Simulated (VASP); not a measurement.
A run of VASP 6.6.1:

The input INCAR:

```
PREC = Accurate
ENCUT = 600
EDIFF = 1E-7
ISMEAR = -1
SIGMA = 0.05
LREAL = F
LASPH = T
NELM = 80
ALGO = Normal
ISIF = 3
LWAVE = F
LCHARG = F
GGA = RE
IBRION = 2
NSW = 60
EDIFFG = -0.01
```

The input KPOINTS:

```
Automatic mesh
0
Gamma
  7 7 7
```

Contents of POSCAR:

```
K
1.0
   -2.6975585167      2.6975585167      2.6975585167
    2.6975585167     -2.6975585167      2.6975585167
    2.6975585167      2.6975585167     -2.6975585167
K
1
Direct
    0.0000000000      0.0000000000      0.0000000000
```

Potentials or basis: VASP PAW PBE potentials, release 64 (K_sv).

Command:

```sh
$ cat potpaw_PBE.64/K_sv/POTCAR > POTCAR
$ mpirun -np 1 vasp_std > vasp.out
```

Hardware: 1 thread of Intel(R) Xeon(R) 6975P-C (Granite Rapids) (shared host).

Q: How long does it take, and how much memory?

A: Wall time 19 s on 1 thread of Intel(R) Xeon(R) 6975P-C (Granite Rapids), on a shared host, peak memory 0.24 GiB. Counts: scf iterations 27, k points 20, ion steps 3.
